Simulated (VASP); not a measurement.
# Bi2S3 (Pnma) in VASP: notebook

The runs below take Bi2S3 through single point, with PBE.

Program: VASP 6.6.1. These are calculated values, not measurements. Logs are shortened: lines on timing, memory, paths and dates and some standing lists are left out, and cuts for length are marked.

### 1 The cell of the first run

Symmetry: Pnma, No. 62, orthorhombic system. The conventional cell has a = 11.192 Å, b = 3.940 Å, c = 11.042 Å, α = 90.00°, β = 90.00°, γ = 90.00°. Bi (site symmetry m) has 7 S at 2.70 to 3.25 Å within 3.6 Å. Within 3.5 Å of Bi (site symmetry m) lie 7 S at 2.64 to 3.22 Å. Within 4.1 Å of S (site symmetry m) lie 5 Bi at 2.74 to 3.93 Å and 10 S at 3.29 to 4.06 Å. S (site symmetry m) has 5 Bi at 2.64 to 2.99 Å within 3.5 Å. Within 4.0 Å of S (site symmetry m) lie 5 Bi at 2.70 to 3.22 Å and 9 S at 3.29 to 3.98 Å.

### 2 Single point, PBE (24.34 Å³/atom)

INCAR reads:

```
SYSTEM = Bi2S3
PREC     = Accurate       ! precision mode
ENCUT    = 520            ! plane-wave cutoff, eV
EDIFF    = 1E-7           ! SCF threshold, eV
ISMEAR   = -1             ! smearing method
SIGMA    = 0.02           ! smearing width, eV
LREAL    = Auto         
LASPH    = .TRUE.         ! aspherical terms in the spheres
NELM     = 100            ! most SCF steps
ALGO     = Normal         ! electronic algorithm
ISIF     = 2              ! what is computed and relaxed
LWAVE    = .FALSE.        ! write WAVECAR
LCHARG   = .FALSE.        ! write CHGCAR
GGA      = PE             ! functional
NBANDS   = 112            ! bands
```

KPOINTS reads:

```
regular mesh
0
G
  3 7 3
  0 0 0
```

POSCAR reads:

```
Bi2S3
1.0
   11.1916703933      0.0000000000      0.0000000000
    0.0000000000      3.9400204100      0.0000000000
    0.0000000000      0.0000000000     11.0417246992
Bi S
8 12
Direct
    0.4921009476      0.2500000000      0.3246061887
    0.0078990524      0.7500000000      0.8246061887
    0.9921009476      0.2500000000      0.1753938113
    0.5078990524      0.7500000000      0.6753938113
    0.3341600363      0.7500000000      0.0315414053
    0.1658399637      0.2500000000      0.5315414053
    0.8341600363      0.7500000000      0.4684585947
    0.6658399637      0.2500000000      0.9684585947
    0.2816462345      0.2500000000      0.1954350145
    0.2183537655      0.7500000000      0.6954350145
    0.7816462345      0.2500000000      0.3045649855
    0.7183537655      0.7500000000      0.8045649855
    0.5497255608      0.7500000000      0.1297222265
    0.9502744392      0.2500000000      0.6297222265
    0.0497255608      0.7500000000      0.3702777735
    0.4502744392      0.2500000000      0.8702777735
    0.3766926077      0.7500000000      0.4441655943
    0.1233073923      0.2500000000      0.9441655943
    0.8766926077      0.7500000000      0.0558344057
    0.6233073923      0.2500000000      0.5558344057
```

Potentials or basis: VASP PAW PBE potentials, release 64 (Bi_d, S).

Launch:

```
cat potpaw_PBE.64/Bi_d/POTCAR potpaw_PBE.64/S/POTCAR > POTCAR
mpirun -np 1 vasp_std > vasp.out
```

OUTCAR:

```text
SYSTEM = Bi2S3
   PREC = Accurate
   ENCUT = 520
   EDIFF = 1E-7
   ISMEAR = -1
   LREAL = Auto
   LASPH = .TRUE.
   NELM = 100
   ISIF = 2
   GGA = PE

 ion  position               nearest neighbor table
   1  0.492  0.250  0.325-  17 2.70  17 2.70   9 2.75  20 2.95  13 2.99  13 2.99  11 3.25
   2  0.008  0.750  0.825-  18 2.70  18 2.70  10 2.75  19 2.95  14 2.99  14 2.99  12 3.25
   3  0.992  0.250  0.175-  19 2.70  19 2.70  11 2.75  18 2.95  15 2.99  15 2.99   9 3.25
   4  0.508  0.750  0.675-  20 2.70  20 2.70  12 2.75  17 2.95  16 2.99  16 2.99  10 3.25
   5  0.334  0.750  0.032-  13 2.64   9 2.74   9 2.74  16 2.96  16 2.96  18 3.22  18 3.22
   6  0.166  0.250  0.532-  14 2.64  10 2.74  10 2.74  15 2.96  15 2.96  17 3.22  17 3.22
   7  0.834  0.750  0.468-  15 2.64  11 2.74  11 2.74  14 2.96  14 2.96  20 3.22  20 3.22
   8  0.666  0.250  0.968-  16 2.64  12 2.74  12 2.74  13 2.96  13 2.96  19 3.22  19 3.22
   9  0.282  0.250  0.195-   5 2.74   5 2.74   1 2.75   3 3.25
  10  0.218  0.750  0.695-   6 2.74   6 2.74   2 2.75   4 3.25
  11  0.782  0.250  0.305-   7 2.74   7 2.74   3 2.75   1 3.25
  12  0.718  0.750  0.805-   8 2.74   8 2.74   4 2.75   2 3.25
  13  0.550  0.750  0.130-   5 2.64   8 2.96   8 2.96   1 2.99   1 2.99
  14  0.950  0.250  0.630-   6 2.64   7 2.96   7 2.96   2 2.99   2 2.99
  15  0.050  0.750  0.370-   7 2.64   6 2.96   6 2.96   3 2.99   3 2.99
  16  0.450  0.250  0.870-   8 2.64   5 2.96   5 2.96   4 2.99   4 2.99
  17  0.377  0.750  0.444-   1 2.70   1 2.70   4 2.95   6 3.22   6 3.22
  18  0.123  0.250  0.944-   2 2.70   2 2.70   3 2.95   5 3.22   5 3.22
  19  0.877  0.750  0.056-   3 2.70   3 2.70   2 2.95   8 3.22   8 3.22
  20  0.623  0.250  0.556-   4 2.70   4 2.70   1 2.95   7 3.22   7 3.22

  LATTYP: Found a simple orthorhombic cell.
 ALAT       =     3.9400204100
 B/A-ratio  =     2.8024536805
 C/A-ratio  =     2.8405107661

  Lattice vectors:

 A1 = (   0.0000000000,   3.9400204100,   0.0000000000)
 A2 = (   0.0000000000,   0.0000000000,  11.0417246992)
 A3 = (  11.1916703933,   0.0000000000,   0.0000000000)

Analysis of symmetry for initial positions (statically):
=====================================================================
 Subroutine PRICEL returns:
 Original cell was already a primitive cell.

 Routine SETGRP: Setting up the symmetry group for a
 simple orthorhombic supercell.

 Subroutine GETGRP returns: Found  8 space group operations
 (whereof  2 operations were pure point group operations)
 out of a pool of  8 trial point group operations.

The static configuration has the point symmetry S_2 .
 The point group associated with its full space group is D_2h.

Analysis of symmetry for dynamics (positions and initial velocities):
=====================================================================
 Subroutine PRICEL returns:
 Original cell was already a primitive cell.

 Routine SETGRP: Setting up the symmetry group for a
 simple orthorhombic supercell.

 Subroutine GETGRP returns: Found  8 space group operations
 (whereof  2 operations were pure point group operations)
 out of a pool of  8 trial point group operations.

The dynamic configuration has the point symmetry S_2 .
 The point group associated with its full space group is D_2h.

 Subroutine INISYM returns: Found  8 space group operations
 (whereof  2 operations are pure point group operations),
 and found     1 'primitive' translations

----------------------------------------------------------------------------------------

                                     Primitive cell

  volume of cell :     486.8894

  direct lattice vectors                    reciprocal lattice vectors
    11.191670393  0.000000000  0.000000000     0.089352167  0.000000000  0.000000000
     0.000000000  3.940020410  0.000000000     0.000000000  0.253805792  0.000000000
     0.000000000  0.000000000 11.041724699     0.000000000  0.000000000  0.090565562

  length of vectors
    11.191670393  3.940020410 11.041724699     0.089352167  0.253805792  0.090565562

  position of ions in fractional coordinates (direct lattice)
     0.492100948  0.250000000  0.324606189
     0.007899052  0.750000000  0.824606189
     0.992100948  0.250000000  0.175393811
     0.507899052  0.750000000  0.675393811
     0.334160036  0.750000000  0.031541405
     0.165839964  0.250000000  0.531541405
[... 12 lines left out ...]
     0.876692608  0.750000000  0.055834406
     0.623307392  0.250000000  0.555834406

  ion indices of the primitive-cell ions
   primitive index   ion index
                 1           1
                 2           2
                 3           3
                 4           4
                 5           5
                 6           6
[... 12 lines left out ...]
                19          19
                20          20

----------------------------------------------------------------------------------------

 KPOINTS: regular mesh

Automatic generation of k-mesh.
 Grid dimensions read from file:
 generate k-points for:    3    7    3

 Generating k-lattice:

  Cartesian coordinates                     Fractional coordinates (reciprocal lattice)
     0.029784056  0.000000000  0.000000000     0.333333333  0.000000000  0.000000000
     0.000000000  0.036257970  0.000000000     0.000000000  0.142857143  0.000000000
     0.000000000  0.000000000  0.030188521     0.000000000  0.000000000  0.333333333

  Length of vectors
     0.029784056  0.036257970  0.030188521

  Shift w.r.t. Gamma in fractional coordinates (k-lattice)
     0.000000000  0.000000000  0.000000000

 Subroutine IBZKPT returns following result:
 ===========================================

 Found     16 irreducible k-points:

 Following reciprocal coordinates:
            Coordinates               Weight
  0.000000  0.000000  0.000000      1.000000
  0.333333  0.000000  0.000000      2.000000
  0.000000  0.142857  0.000000      2.000000
  0.333333  0.142857  0.000000      4.000000
  0.000000  0.285714  0.000000      2.000000
  0.333333  0.285714  0.000000      4.000000
[... 8 lines left out ...]
  0.000000  0.428571  0.333333      4.000000
  0.333333  0.428571  0.333333      8.000000
   k-points           NKPTS =     16   k-points in BZ     NKDIM =     16   number of bands    NBANDS=    112
   number of dos      NEDOS =    301   number of ions     NIONS =     20
   total plane-waves  NPLWV = 211680
   dimension x,y,z NGX =    84 NGY =   30 NGZ =   84
   dimension x,y,z NGXF=   168 NGYF=   60 NGZF=  168
   ions per type =               8  12
   NGX,Y,Z   is equivalent  to a cutoff of  12.48, 12.66, 12.65 a.u.
   NGXF,Y,Z  is equivalent  to a cutoff of  24.96, 25.32, 25.29 a.u.
 SYSTEM =  Bi2S3
   PREC   = accura    normal or accurate (medium, high low for compatibility)
   ISTART =      0    job   : 0-new  1-cont  2-samecut
   ICHARG =      2    charge: 1-file 2-atom 10-const
   ISPIN  =      1    spin polarized calculation?
   LNONCOLLINEAR =      F non collinear calculations
   LSORBIT =      F    spin-orbit coupling
   LASPH  =      T    aspherical Exc in radial PAW
   ENCUT  =  520.0 eV  38.22 Ry    6.18 a.u.  20.81  7.33 20.53*2*pi/ulx,y,z
   NELM   =    100;   NELMIN=  2; NELMDL= -5     # of ELM steps
   EDIFF  = 0.1E-06   stopping-criterion for ELM
   LREAL  =      T    real-space projection
   EDIFFG = 0.1E-05   stopping-criterion for IOM
   NSW    =      0    number of steps for IOM
   IBRION =     -1    ionic relax: 0-MD 1-quasi-New 2-CG
   NFREE  =      0    steps in history (QN), initial steepest desc. (CG)
   ISIF   =      2    stress and relaxation
   ISYM   =      2    0-nonsym 1-usesym 2-fastsym
   POTIM  = 0.5000    time-step for ionic-motion
   TEBEG  =    0.0;   TEEND  =   0.0 temperature during run
   PSTRESS=    0.0 pullay stress
   NELECT =     192.0000    total number of electrons
   NUPDOWN=      -1.0000    fix difference up-down
   EMIN   =  10.00;   EMAX   =-10.00  energy-range for DOS
   EFERMI =   0.00;   METHOD = LEGACY
   ISMEAR =    -1;   SIGMA  =   0.02  broadening in eV -4-tet -1-fermi 0-gaus
   EFERMI_NEDOS =   21; number of points for ismear=-14 and -15
   IALGO  =     38    algorithm
   IMIX   =      4    mixing-type and parameters
     AMIX     =   0.40;   BMIX     =  1.00
     AMIX_MAG =   1.60;   BMIX_MAG =  1.00
  volume/ion in A,a.u.               =      24.34       164.28
  Fermi-wavevector in a.u.,A,eV,Ry     =   1.200508  2.268632 19.608989  1.441220
  Thomas-Fermi vector in A             =   2.336342
   LORBIT       =      0    0 simple, 1 ext, 2 COOP (PROOUT), +10 PAW based schemes
   GGA     = PE    functional components
   LHFCALC =     F    Hartree Fock is set to
   AEXX    =    0.0000 exact exchange contribution
   IVDW    =     0    specifies the selected vdW correction
   LEPSILON=     F    determine dielectric tensor
   LRPA    =     F    only Hartree local field effects (RPA)
 non-spin polarized calculation
  energy-cutoff  :      520.00
  volume of cell :      486.89
 maximum number of plane-waves:     13134
 NGX is ok and might be reduce to    84
   NGX = 41   NGY = 15   NGZ = 41

 number of electron     192.0000006 magnetization

 Free energy of the ion-electron system (eV)
  ---------------------------------------------------
  ext. energy  EPLUGINS =         0.00000000
  ---------------------------------------------------
  free energy    TOTEN  =       -87.32036820 eV

  energy without entropy =      -87.32036820  energy(sigma->0) =      -87.32036820

 E-fermi :   6.0989     XC(G=0):  -9.8793

 val. band max:        5.6374839310   @ k =   0.3333   0.0000   0.0000
 cond. band min:       6.8908332886   @ k =   0.0000   0.0000   0.0000
 fundamental gap:      1.2533493576
 Fermi energy:         6.0988740330

 k-point     1 :       0.0000    0.0000    0.0000
  band No.  band energies     occupation
      1     -16.9779      2.00000
      2     -16.9761      2.00000
      3     -16.9726      2.00000
      4     -16.9724      2.00000
      5     -16.9659      2.00000
      6     -16.9637      2.00000
[... 100 lines left out ...]
    107       8.8028      0.00000
    108       8.9574      0.00000

 k-point     2 :       0.3333    0.0000    0.0000
  band No.  band energies     occupation
      1     -16.9774      2.00000
      2     -16.9766      2.00000
      3     -16.9725      2.00000
      4     -16.9724      2.00000
      5     -16.9654      2.00000
      6     -16.9645      2.00000
[... 1546 lines left out ...]
 k-point    16 :       0.3333    0.4286    0.3333
  band No.  band energies     occupation
      1     -16.9760      2.00000
      2     -16.9758      2.00000
      3     -16.9746      2.00000
      4     -16.9746      2.00000
      5     -16.9607      2.00000
      6     -16.9604      2.00000
[... 100 lines left out ...]
    107       9.2378      0.00000
    108       9.3724      0.00000
 [bands above 108 left out]

------------------------ aborting loop because EDIFF is reached ----------------------------------------

  FORCE on cell =-STRESS in cart. coord.  units (eV):
  Direction    XX          YY          ZZ          XY          YZ          ZX
  --------------------------------------------------------------------------------------
  -------------------------------------------------------------------------------------
  Total        7.4836817      9.5293863      6.9727907      0.0000000     -0.0000000      0.0000000
  in kB       24.6260974     31.3577736     22.9449394      0.0000000     -0.0000000      0.0000000
  external PRESSURE =      26.3096034 kB  Pullay stress =       0.0000000 kB

 VOLUME and BASIS-vectors are now :
 -----------------------------------------------------------------------------
  energy-cutoff  :      520.00
  volume of cell :      486.89
      direct lattice vectors                 reciprocal lattice vectors
    11.191670393  0.000000000  0.000000000     0.089352167  0.000000000  0.000000000
     0.000000000  3.940020410  0.000000000     0.000000000  0.253805792  0.000000000
     0.000000000  0.000000000 11.041724699     0.000000000  0.000000000  0.090565562

 POSITION                                       TOTAL-FORCE (eV/Angst)
 -----------------------------------------------------------------------------------
      5.50743      0.98501      3.58421        -0.001154      0.000000      0.012146
      0.08840      2.95502      9.10507         0.001154     -0.000000      0.012146
     11.10327      0.98501      1.93665        -0.001154      0.000000     -0.012146
      5.68424      2.95502      7.45751         0.001154      0.000000     -0.012146
      3.73981      2.95502      0.34827        -0.003936     -0.000000     -0.021175
      1.85603      0.98501      5.86913         0.003936      0.000000     -0.021175
[... 12 lines left out ...]
      9.81165      2.95502      0.61651        -0.000874      0.000000     -0.000233
      6.97585      0.98501      6.13737         0.000874      0.000000     -0.000233
 -----------------------------------------------------------------------------------
    total drift:                                0.000000      0.000000     -0.000000

  FREE ENERGIE OF THE ION-ELECTRON SYSTEM (eV)
  ---------------------------------------------------
  free  energy   TOTEN  =       -87.3203681998 eV

  energy  without entropy=      -87.3203681998  energy(sigma->0) =      -87.32036820
```

It took 30 min on 1 thread of Oxide Virtual Turin-like, shared host; peak memory 0.77 GiB.

Results:

* Free energy: -87.3204 eV
* Pressure: 2.6 GPa
* Largest force: 0.022 eV/Å
* Band gap on the k mesh: 1.25 eV (least direct gap 1.39 eV)

Forces on the atoms (eV/Å):
```
Bi  -0.001  0.000  0.012
Bi   0.001  0.000  0.012
Bi  -0.001  0.000 -0.012
Bi   0.001  0.000 -0.012
Bi  -0.004  0.000 -0.021
Bi   0.004  0.000 -0.021
Bi  -0.004  0.000  0.021
Bi   0.004  0.000  0.021
S   -0.003  0.000  0.005
S    0.003  0.000  0.005
S   -0.003  0.000 -0.005
S    0.003  0.000 -0.005
S   -0.003  0.000  0.003
S    0.003  0.000  0.003
S   -0.003  0.000 -0.003
S    0.003  0.000 -0.003
S   -0.001  0.000  0.000
S    0.001  0.000  0.000
S   -0.001  0.000  0.000
S    0.001  0.000  0.000
```

Caveat: spin-orbit coupling is left out, which moves the levels of the heavy elements; an odd mesh through Γ misses points on the zone boundary, where band edges can lie.

### 3 Single point, PBE (26.88 Å³/atom)

This run uses another cell than the first one, of 26.88 Å³/atom.

INCAR reads:

```
PREC = Accurate
ENCUT = 520
EDIFF = 1E-6
ISMEAR = -1
SIGMA = 0.02
LREAL = Auto
LASPH = T
NELM = 100
ALGO = Normal
ISIF = 2
LWAVE = F
LCHARG = T
GGA = PE
LELF = T
LVHAR = T
NBANDS = 112
```

KPOINTS reads:

```
Automatic mesh
0
Gamma
  3 7 3
```

POSCAR reads:

```
Bi2S3
1.0
   11.5675074704      0.0000000000      0.0000000000
    0.0000000000      4.0723336127      0.0000000000
    0.0000000000      0.0000000000     11.4125263214
Bi S
8 12
Direct
    0.4801190420      0.2500000000      0.3254133932
    0.0198809580      0.7500000000      0.8254133932
    0.9801190420      0.2500000000      0.1745866068
    0.5198809580      0.7500000000      0.6745866068
    0.3452922311      0.7500000000      0.0327054724
    0.1547077689      0.2500000000      0.5327054724
    0.8452922311      0.7500000000      0.4672945276
    0.6547077689      0.2500000000      0.9672945276
    0.2893955904      0.2500000000      0.1877750643
    0.2106044096      0.7500000000      0.6877750643
    0.7893955904      0.2500000000      0.3122249357
    0.7106044096      0.7500000000      0.8122249357
    0.5502926179      0.7500000000      0.1276852807
    0.9497073821      0.2500000000      0.6276852807
    0.0502926179      0.7500000000      0.3723147193
    0.4497073821      0.2500000000      0.8723147193
    0.3800053889      0.7500000000      0.4420730343
    0.1199946111      0.2500000000      0.9420730343
    0.8800053889      0.7500000000      0.0579269657
    0.6199946111      0.2500000000      0.5579269657
```

Potentials or basis: VASP PAW PBE potentials, release 64 (Bi_d, S).

Launch:

```
cat potpaw_PBE.64/Bi_d/POTCAR potpaw_PBE.64/S/POTCAR > POTCAR
mpirun -np 1 vasp_std > vasp.out
```

Wall time 39 min (1 thread of Oxide Virtual Turin-like, shared host); peak memory 0.84 GiB.

Results (log left out):

```
Free energy            : -87.5797 eV
Pressure               : -0.7 GPa
Largest force          : 0.015 eV/Å
Band gap on the k mesh : 1.39 eV (least direct gap 1.45 eV)
```

Forces in eV/Å, atoms in the order of the input:
```
Bi  -0.008  0.000 -0.001
Bi   0.008  0.000 -0.001
Bi  -0.008  0.000  0.001
Bi   0.008  0.000  0.001
Bi   0.002  0.000  0.012
Bi  -0.002  0.000  0.012
Bi   0.002  0.000 -0.012
Bi  -0.002  0.000 -0.012
S   -0.003  0.000 -0.002
S    0.003  0.000 -0.002
S   -0.003  0.000  0.002
S    0.003  0.000  0.002
S    0.007  0.000 -0.003
S   -0.007  0.000 -0.003
S    0.007  0.000  0.003
S   -0.007  0.000  0.003
S    0.008  0.000 -0.013
S   -0.008  0.000 -0.013
S    0.008  0.000  0.013
S   -0.008  0.000  0.013
```

Stress tensor (GPa, compression positive):
```
 0.04  0.00  0.00
 0.00 -1.22  0.00
 0.00  0.00 -1.04
```

Levels at points of the mesh, in eV from the valence-band top:
| k point | band 94 | band 95 | band 96 | band 97 | band 98 | band 99 |
| --- | --- | --- | --- | --- | --- | --- |
| (0.00, 0.00, 0.00) | -0.20 | -0.14 | -0.12 | 1.53 | 1.59 | 1.79 |

Caveat: spin-orbit coupling is left out, which moves the levels of the heavy elements; an odd mesh through Γ misses points on the zone boundary, where band edges can lie.

[end of part 1 of 2]
